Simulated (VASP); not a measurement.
# Ce (Fm-3m) in VASP: notebook, part 2 of 2

VASP 6.6.1. The steps go on from the part before.

## (3) Single point, r2SCAN

Input file POSCAR:

```
Ce
1.0
    0.0000000000      2.3514226545      2.3514226545
    2.3514226545      0.0000000000      2.3514226545
    2.3514226545      2.3514226545      0.0000000000
Ce
1
Direct
    0.0000000000      0.0000000000      0.0000000000
```

Input file INCAR.step1:

```
PREC     = Accurate       # precision mode
ENCUT    = 520            # plane-wave cutoff, eV
ISMEAR   = -1             # smearing method
SIGMA    = 0.1            # smearing width, eV
LREAL    = False          # projectors in reciprocal space
LASPH    = True           # aspherical terms in the spheres
NELM     = 80             # most SCF steps
NBANDS   = 12             # bands
GGA      = PE             # functional
ALGO     = Normal         # electronic algorithm
EDIFF    = 1E-4           # SCF threshold, eV
LWAVE    = True           # write WAVECAR
LCHARG   = False          # write CHGCAR
```

Input file INCAR.step2:

```
PREC     = Accurate       # precision mode
ENCUT    = 520            # plane-wave cutoff, eV
EDIFF    = 1E-6           # SCF threshold, eV
ISMEAR   = -1             # smearing method
SIGMA    = 0.1            # smearing width, eV
LREAL    = False          # projectors in reciprocal space
LASPH    = True           # aspherical terms in the spheres
NELM     = 80             # most SCF steps
ALGO     = Normal         # electronic algorithm
ISIF     = 2              # what is computed and relaxed
LWAVE    = False          # write WAVECAR
LCHARG   = True           # write CHGCAR
METAGGA  = R2SCAN         # meta-GGA
LMIXTAU  = True         
LELF     = True           # ELF
LVHAR    = True         
NBANDS   = 12             # bands
ISTART   = 1
```

Input file KPOINTS:

```
Automatic mesh
0
Gamma
  12 12 12
```

Potentials or basis: VASP PAW PBE potentials, release 64 (Ce).

Command:

```
> cat potpaw_PBE.64/Ce/POTCAR > POTCAR
> cp INCAR.step1 INCAR
> mpirun -np 1 vasp_std > vasp.out
> cp INCAR.step2 INCAR
> mpirun -np 1 vasp_std > vasp.out
```

Run time: 7.1 min. Hardware: 1 thread of Intel Xeon 8259CL, shared host; peak memory 0.17 GiB.

Results (log left out):

```
Free energy            : -30.8629 eV
Pressure               : -1.0 GPa
Band gap on the k mesh : zero (bands 6 and 7 overlap by 0.55 eV)
```

Levels at points of the mesh, in eV from the Fermi level:
```tsv
k point	band 4	band 5	band 6	band 7	band 8	band 9
(0.00, 0.00, 0.00)	-16.75	-2.90	-0.33	0.43	0.43	0.43
(0.50, 0.00, 0.00)	-17.13	-2.24	-0.16	0.65	0.65	0.75
(0.50, 0.50, 0.00)	-17.84	-3.19	-2.51	0.73	0.76	0.82
```

Caveat: the PAW data sets were made with another functional, which shifts forces and pressure a little; spin-orbit coupling is left out, which moves the levels of the heavy elements; semilocal functionals describe open f shells poorly, which spoils levels, moments and volumes.

## (4) Single point, r2SCAN

This run uses another cell than the first one, of 26.80 Å³/atom.

Input file POSCAR:

```
Ce
1.0
    0.0000000000      2.3751760062      2.3751760062
    2.3751760062      0.0000000000      2.3751760062
    2.3751760062      2.3751760062      0.0000000000
Ce
1
Direct
    0.0000000000      0.0000000000      0.0000000000
```

Input file INCAR.step1:

```
SYSTEM = Ce
  PREC = Accurate
  ENCUT = 520
  ISMEAR = -1
  SIGMA = 0.1
  LREAL = .False.
  LASPH = .True.
  NELM = 100
  NBANDS = 12
  GGA = PE
  ALGO = Normal
  EDIFF = 1E-4
  LWAVE = .True.
  LCHARG = .False.
```

Input file INCAR.step2:

```
SYSTEM = Ce
  PREC = Accurate
  ENCUT = 520
  EDIFF = 1E-7
  ISMEAR = -1
  SIGMA = 0.1
  LREAL = .False.
  LASPH = .True.
  NELM = 100
  ALGO = Normal
  ISIF = 2
  LWAVE = .False.
  LCHARG = .False.
  METAGGA = R2SCAN
  LMIXTAU = .True.
  NBANDS = 12
  ISTART = 1
```

Input file KPOINTS:

```
Automatic mesh
0
Gamma
  12 12 12
  0 0 0
```

Potentials or basis: VASP PAW PBE potentials, release 64 (Ce).

Command:

```
> cat potpaw_PBE.64/Ce/POTCAR > POTCAR
> cp INCAR.step1 INCAR
> mpirun -np 1 vasp_std > vasp.out
> cp INCAR.step2 INCAR
> mpirun -np 1 vasp_std > vasp.out
```

OUTCAR:

```text
SYSTEM = Ce
   PREC = Accurate
   ENCUT = 520
   EDIFF = 1E-7
   ISMEAR = -1
   LREAL = .False.
   LASPH = .True.
   NELM = 100
   ISIF = 2
   METAGGA = R2SCAN
   ISTART = 1

 ion  position               nearest neighbor table
   1  0.000  0.000  0.000-

  LATTYP: Found a face centered cubic cell.
 ALAT       =     4.7503520124

  Lattice vectors:

 A1 = (   0.0000000000,   2.3751760062,   2.3751760062)
 A2 = (   2.3751760062,   0.0000000000,   2.3751760062)
 A3 = (   2.3751760062,   2.3751760062,   0.0000000000)

Analysis of symmetry for initial positions (statically):
=====================================================================
 Subroutine PRICEL returns:
 Original cell was already a primitive cell.

 Routine SETGRP: Setting up the symmetry group for a
 face centered cubic supercell.

 Subroutine GETGRP returns: Found 48 space group operations
 (whereof 48 operations were pure point group operations)
 out of a pool of 48 trial point group operations.

The static configuration has the point symmetry O_h .

Analysis of symmetry for dynamics (positions and initial velocities):
[... 166 lines left out ...]
      1     -26.6840      2.00000
      2      -7.4008      2.00000
      3      -7.4008      2.00000
      4      -7.4008      2.00000
      5       6.4572      2.00000
      6       9.1483      1.90156
      7       9.8707      0.02775
      8       9.8708      0.02775
      9       9.8708      0.02775
     10      10.7847      0.00000
     11      10.7847      0.00000
     12      10.7847      0.00000
[... 331 lines left out ...]
 k-point    24 :      -0.4167    0.1667    0.0000
  band No.  band energies     occupation
      1     -26.0865      2.00000
      2     -10.0289      2.00000
      3      -8.3430      2.00000
      4      -7.8646      2.00000
      5       8.1074      2.00000
      6       8.8851      1.99258
      7      10.0268      0.00590
      8      10.0978      0.00290
      9      10.1397      0.00191
     10      10.3254      0.00030
     11      10.4938      0.00006
     12      10.5000      0.00005

 [... further k-points ...]

------------------------ aborting loop because EDIFF is reached ----------------------------------------

  FORCE on cell =-STRESS in cart. coord.  units (eV):
  Direction    XX          YY          ZZ          XY          YZ          ZX
  --------------------------------------------------------------------------------------
  -------------------------------------------------------------------------------------
  Total       -0.3457403     -0.3457403     -0.3457403     -0.0000000     -0.0000000      0.0000000
  in kB      -20.6701300    -20.6701300    -20.6701300     -0.0000000     -0.0000000      0.0000000
  external PRESSURE =     -20.6701300 kB  Pullay stress =       0.0000000 kB

 VOLUME and BASIS-vectors are now :
 -----------------------------------------------------------------------------
  energy-cutoff  :      520.00
  volume of cell :       26.80
      direct lattice vectors                 reciprocal lattice vectors
     0.000000000  2.375176006  2.375176006    -0.210510715  0.210510715  0.210510715
     2.375176006  0.000000000  2.375176006     0.210510715 -0.210510715  0.210510715
     2.375176006  2.375176006  0.000000000     0.210510715  0.210510715 -0.210510715

 POSITION                                       TOTAL-FORCE (eV/Angst)
 -----------------------------------------------------------------------------------
      0.00000      0.00000      0.00000         0.000000      0.000000     -0.000000
 -----------------------------------------------------------------------------------
    total drift:                               -0.000000     -0.000000     -0.000000

  FREE ENERGIE OF THE ION-ELECTRON SYSTEM (eV)
  ---------------------------------------------------
  free  energy   TOTEN  =       -30.8568649099 eV

  energy  without entropy=      -30.7844320886  energy(sigma->0) =      -30.82064850
```

OUTCAR.step1:

```text
SYSTEM = Ce
   PREC = Accurate
   ENCUT = 520
   ISMEAR = -1
   LREAL = .False.
   LASPH = .True.
[... 577 lines left out ...]
 -----------------------------------------------------------------------------------
      0.00000      0.00000      0.00000         0.000000      0.000000      0.000000
 -----------------------------------------------------------------------------------
    total drift:                                0.000000     -0.000000     -0.000000

  FREE ENERGIE OF THE ION-ELECTRON SYSTEM (eV)
  ---------------------------------------------------
  free  energy   TOTEN  =        -5.9761363142 eV

  energy  without entropy=       -5.8785621298  energy(sigma->0) =       -5.92734922
```

It took 7 min on 1 thread of Intel Xeon 8259CL, shared host; peak memory 0.17 GiB.

What came out:

```
Free energy            : -30.8569 eV
Pressure               : -2.1 GPa
Band gap on the k mesh : zero (bands 6 and 7 overlap by 0.60 eV)
```

Caveat: the PAW data sets were made with another functional, which shifts forces and pressure a little; spin-orbit coupling is left out, which moves the levels of the heavy elements; semilocal functionals describe open f shells poorly, which spoils levels, moments and volumes. Spin polarisation is off, so any magnetic state and its effect on volume and gap are missing.

## (5) Single point, r2SCAN

This run uses another cell than the first one, of 27.59 Å³/atom.

Input file POSCAR:

```
Ce
1.0
    0.0000000000      2.3984635305      2.3984635305
    2.3984635305      0.0000000000      2.3984635305
    2.3984635305      2.3984635305      0.0000000000
Ce
1
Direct
    0.0000000000      0.0000000000      0.0000000000
```

Input file INCAR.step1:

```
SYSTEM = Ce
PREC = Accurate
ENCUT = 520
ISMEAR = -1
SIGMA = 0.1
LREAL = .False.
LASPH = .True.
NELM = 60
NBANDS = 12
GGA = PE
ALGO = Normal
EDIFF = 1E-4
LWAVE = .True.
LCHARG = .False.
```

Input file INCAR.step2:

```
SYSTEM = Ce
PREC = Accurate
ENCUT = 520
EDIFF = 1E-7
ISMEAR = -1
SIGMA = 0.1
LREAL = .False.
LASPH = .True.
NELM = 60
ALGO = Normal
ISIF = 2
LWAVE = .False.
LCHARG = .True.
METAGGA = R2SCAN
LMIXTAU = .True.
LELF = .True.
LVHAR = .True.
NBANDS = 12
ISTART = 1
```

KPOINTS is that of step 4.

Command:

```
> cat potpaw_PBE.64/Ce/POTCAR > POTCAR
> cp INCAR.step1 INCAR
> mpirun -np 1 vasp_std > vasp.out
> cp INCAR.step2 INCAR
> mpirun -np 1 vasp_std > vasp.out
```

Wall time 6.6 min (1 thread of Intel Xeon 8259CL, shared host); peak memory 0.17 GiB.

Results (log left out):

```yaml
Free_energy: -30.8460 eV
Pressure: -2.9 GPa
Band_gap_on_the_k_mesh: zero (bands 6 and 7 overlap by 0.61 eV)
```

Levels at points of the mesh, in eV from the Fermi level:
| k point | band 2 | band 3 | band 4 | band 5 | band 6 | band 7 | band 8 | band 9 | band 10 | band 11 |
| --- | --- | --- | --- | --- | --- | --- | --- | --- | --- | --- |
| (0.00, 0.00, 0.00) | -16.94 | -16.94 | -16.94 | -3.06 | -0.27 | 0.42 | 0.42 | 0.42 | 1.30 | 1.30 |
| (0.50, 0.00, 0.00) | -19.60 | -17.26 | -17.26 | -2.13 | -0.10 | 0.63 | 0.63 | 0.68 | 1.00 | 1.00 |
| (0.50, 0.50, 0.00) | -19.40 | -17.87 | -17.87 | -2.92 | -2.25 | 0.69 | 0.71 | 0.77 | 0.77 | 0.83 |

Caveat: the PAW data sets were made with another functional, which shifts forces and pressure a little; spin-orbit coupling is left out, which moves the levels of the heavy elements; semilocal functionals describe open f shells poorly, which spoils levels, moments and volumes. Spin polarisation is off, so any magnetic state and its effect on volume and gap are missing.

## (6) Overview

| cell | gap on the mesh (eV) | pressure (GPa) |
| --- | --- | --- |
| a = 3.325 Å, angles 60.0°, 1 atom | none | -1.0 |
| a = 3.359 Å, angles 60.0°, 1 atom | none | -2.1 |
| a = 3.392 Å, angles 60.0°, 1 atom | none | -2.9 |

Alike in all rows: task single point; level r2SCAN; potentials or basis VASP PAW PBE potentials, release 64 (Ce); no spin polarisation; k mesh 12 × 12 × 12; cutoff (eV) 520; smearing fermi-dirac 0.1 eV.

Caveats: the PAW data sets were made with another functional, which shifts forces and pressure a little; spin-orbit coupling is left out, which moves the levels of the heavy elements; semilocal functionals describe open f shells poorly, which spoils levels, moments and volumes.

Total energies depend on the potentials used, so only differences within one code and one set of settings carry meaning.
